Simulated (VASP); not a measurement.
# Si16B (a cell with a defect) in VASP: notebook, part 2 of 2

VASP 6.6.1. Earlier steps stand in the parts before.

### 3 Single point, PBE+D3(BJ), collinear spin

INCAR

```
SYSTEM = Si16B
  PREC = Accurate
  ENCUT = 520
  EDIFF = 1E-6
  ISMEAR = 0
  SIGMA = 0.02
  LREAL = Auto
  LASPH = .True.
  NELM = 150
  ALGO = Normal
  ISIF = 2
  LWAVE = .False.
  LCHARG = .False.
  ISPIN = 2
  MAGMOM = 0 0 0 0 0 0 0 0 0 0 0 0 0 0 0 0 1
  LORBIT = 11
  GGA = PE
  IVDW = 12
  NBANDS = 52
```

KPOINTS

```
Automatic mesh
0
Gamma
  2 2 2
  0 0 0
```

POSCAR

```
Si16B
1.0
    0.0000000000      5.4300000000      5.4300000000
    5.4300000000      0.0000000000      5.4300000000
    5.4300000000      5.4300000000      0.0000000000
Si B
16 1
Direct
   -0.0004593518      0.0010357850     -0.0003212382
    0.1225614613      0.1274476344      0.1224739321
    0.0093738600     -0.0031263444      0.4968772586
    0.1225902320      0.1275266066      0.6274326102
   -0.0004826096      0.4996821057     -0.0003537243
    0.1245037723      0.6251795599      0.1250261979
   -0.0004298477      0.4997636124      0.5008723693
    0.1225756247      0.6224584935      0.6274012449
    0.4971780946     -0.0028019152      0.0084097933
    0.6272549684      0.1276529524      0.1225722820
    0.4973401522     -0.0025953213      0.4973784413
    0.6261186867      0.1245956669      0.6249571865
    0.5003194796      0.4998987946     -0.0001571527
    0.6272336756      0.6225174220      0.1225472224
    0.4972687378      0.5081041847      0.4972924520
    0.6272814555      0.6225782612      0.6275847257
    0.3786923183      0.8736637116      0.3747892789
```

Potentials or basis: VASP PAW PBE potentials, release 64 (Si, B).

Launch:

```console
$ cat potpaw_PBE.64/Si/POTCAR potpaw_PBE.64/B/POTCAR > POTCAR
$ mpirun -np 1 vasp_std > vasp.out
```

OUTCAR:

```text
SYSTEM = Si16B
   PREC = Accurate
   ENCUT = 520
   EDIFF = 1E-6
   ISMEAR = 0
   LREAL = Auto
   LASPH = .True.
   NELM = 150
   ISIF = 2
   ISPIN = 2
   LORBIT = 11
   GGA = PE
   IVDW = 12
 IVDW          = 12

 ion  position               nearest neighbor table
   1  1.000  0.001  1.000-   2 2.33   4 2.33  10 2.33   6 2.36
   2  0.123  0.127  0.122-   1 2.33   5 2.33   3 2.35   9 2.35
   3  0.009  0.997  0.497-  17 2.32   2 2.35   8 2.35   4 2.35  12 2.40
   4  0.123  0.128  0.627-   7 2.33   1 2.33   3 2.35  11 2.35
   5  1.000  0.500  1.000-   2 2.33   8 2.33  14 2.33   6 2.36
   6  0.125  0.625  0.125-  13 2.36   7 2.36   1 2.36   5 2.36
   7  1.000  0.500  0.501-   8 2.33   4 2.33  16 2.33   6 2.36
   8  0.123  0.622  0.627-   7 2.33   5 2.33   3 2.35  15 2.35
   9  0.497  0.997  0.008-  17 2.30   2 2.35  14 2.35  10 2.35  12 2.40
  10  0.627  0.128  0.123-  13 2.33   1 2.33   9 2.35  11 2.35
  11  0.497  0.997  0.497-  17 2.29   4 2.35  10 2.35  16 2.35  12 2.40
  12  0.626  0.125  0.625-   3 2.40   9 2.40  15 2.40  11 2.40
  13  0.500  0.500  1.000-  14 2.33  10 2.33  16 2.33   6 2.36
  14  0.627  0.623  0.123-  13 2.33   5 2.33   9 2.35  15 2.35
  15  0.497  0.508  0.497-  17 2.29   8 2.35  14 2.35  16 2.35  12 2.40
  16  0.627  0.623  0.628-  13 2.33   7 2.33  15 2.35  11 2.35
  17  0.379  0.874  0.375-  11 2.29  15 2.29   9 2.30   3 2.32

[... 1010 lines left out ...]
  energy-cutoff  :      520.00
  volume of cell :      320.21
      direct lattice vectors                 reciprocal lattice vectors
     0.000000000  5.430000000  5.430000000    -0.092081031  0.092081031  0.092081031
     5.430000000  0.000000000  5.430000000     0.092081031 -0.092081031  0.092081031
     5.430000000  5.430000000  0.000000000     0.092081031  0.092081031 -0.092081031

 POSITION                                       TOTAL-FORCE (eV/Angst)
 -----------------------------------------------------------------------------------
      5.43388     10.85576      5.43313         0.018882     -0.015583      0.025440
      1.35707      1.33054      1.35755         0.003054      0.009453     -0.001952
      8.11107      2.74894      5.46392        -0.009002      0.006551      0.008035
      4.09943      4.07262      1.35813        -0.009867     -0.002995     -0.004554
      8.14135     10.85546      8.14065        -0.024970     -0.016746     -0.018609
      4.07362      1.35495      4.07078         0.001849     -0.003946     -0.002662
[... 9 lines left out ...]
      6.78839      6.81392      6.78674        -0.003612     -0.010921      0.002620
      6.77910      4.09141      6.80029         0.002937     -0.006824     -0.004259
 -----------------------------------------------------------------------------------
    total drift:                               -0.000740     -0.001422     -0.001151

  FREE ENERGIE OF THE ION-ELECTRON SYSTEM (eV)
  ---------------------------------------------------
  free  energy   TOTEN  =       -93.9594772702 eV

  energy  without entropy=      -93.9594772702  energy(sigma->0) =      -93.95947727

 total charge

# of ion       s       p       d       tot
------------------------------------------
    1        0.741   0.957   0.000   1.698
    2        0.756   0.934   0.000   1.690
    3        0.738   0.944   0.000   1.682
    4        0.756   0.934   0.000   1.690
    5        0.741   0.957   0.000   1.698
    6        0.741   0.957   0.000   1.698
[... 9 lines left out ...]
   16        0.757   0.932   0.000   1.689
   17        0.825   0.762   0.000   1.587
--------------------------------------------------
tot         12.806  15.812   0.000  28.618

 magnetization (x)

# of ion       s       p       d       tot
------------------------------------------
    1        0.000   0.000   0.000   0.000
    2        0.000  -0.000   0.000   0.000
    3       -0.000  -0.000   0.000  -0.000
    4        0.000  -0.000   0.000   0.000
    5        0.000   0.000   0.000   0.000
    6       -0.000  -0.000   0.000  -0.000
[... 9 lines left out ...]
   16        0.000  -0.000   0.000  -0.000
   17       -0.000  -0.000   0.000  -0.000
--------------------------------------------------
tot         -0.000  -0.000   0.000  -0.000
```

OSZICAR:

```text
N       E                     dE             d eps       ncg     rms          rms(c)
DAV:   1     0.152451007386E+03    0.15245E+03   -0.25542E+04  1664   0.106E+03
DAV:   2    -0.760642609723E+02   -0.22852E+03   -0.21356E+03  2044   0.161E+02
DAV:   3    -0.897987963148E+02   -0.13735E+02   -0.13381E+02  2132   0.347E+01
DAV:   4    -0.900709121795E+02   -0.27212E+00   -0.27101E+00  2108   0.596E+00
DAV:   5    -0.900774272319E+02   -0.65151E-02   -0.65106E-02  2132   0.877E-01    0.142E+01
DAV:   6    -0.890210350102E+02    0.10564E+01   -0.12526E+00  2016   0.370E+00    0.867E+00
DAV:   7    -0.885968679710E+02    0.42417E+00   -0.10312E+00  1884   0.298E+00    0.197E+00
DAV:   8    -0.886131693150E+02   -0.16301E-01   -0.11738E-01  2072   0.113E+00    0.515E-01
DAV:   9    -0.886164697599E+02   -0.33004E-02   -0.66980E-03  1956   0.345E-01    0.327E-01
DAV:  10    -0.886184531433E+02   -0.19834E-02   -0.22534E-03  1940   0.164E-01    0.159E-01
DAV:  11    -0.886193422987E+02   -0.88916E-03   -0.81433E-04  2020   0.101E-01    0.778E-02
DAV:  12    -0.886195241975E+02   -0.18190E-03   -0.19359E-04  1908   0.556E-02    0.341E-02
DAV:  13    -0.886195592072E+02   -0.35010E-04   -0.35724E-05  2016   0.231E-02    0.122E-02
DAV:  14    -0.886195657417E+02   -0.65345E-05   -0.73081E-06  1880   0.937E-03    0.510E-03
DAV:  15    -0.886195670930E+02   -0.13513E-05   -0.12134E-06  1472   0.401E-03    0.202E-03
DAV:  16    -0.886195675572E+02   -0.46423E-06   -0.30223E-07  1168   0.192E-03
   1 F= -.93959477E+02 E0= -.93959477E+02  d E =-.159605E-12  mag=     0.0000
```

Wall time 17 min (1 thread of Intel Xeon 8259CL, shared host); peak memory 0.71 GiB.

Results:

```yaml
Free_energy: -93.9595 eV
Pressure: 0.5 GPa
Largest_force: 0.035 eV/Å
Net_moment: 0.00 μB per cell
Valence_electrons_inside_the_program's_atomic_spheres: Si 1.70, 1.69, 1.68, 1.67 (each value once); B 1.59
Dispersion_energy_per_atom: -0.314 eV
```

Forces on the atoms (eV/Å):
```
Si   0.019 -0.016  0.025
Si   0.003  0.009 -0.002
Si  -0.009  0.007  0.008
Si  -0.010 -0.003 -0.005
Si  -0.025 -0.017 -0.019
Si   0.002 -0.004 -0.003
Si   0.017  0.026 -0.015
Si   0.005 -0.002  0.010
Si   0.006  0.000 -0.007
Si  -0.005  0.003 -0.011
Si   0.001 -0.005 -0.003
Si  -0.001  0.002  0.001
Si  -0.016  0.019  0.017
Si   0.010  0.004  0.005
Si   0.004 -0.006 -0.001
Si  -0.004 -0.011  0.003
B    0.003 -0.007 -0.004
```

Caveat: the k points lie up to 0.50 Å⁻¹ apart.
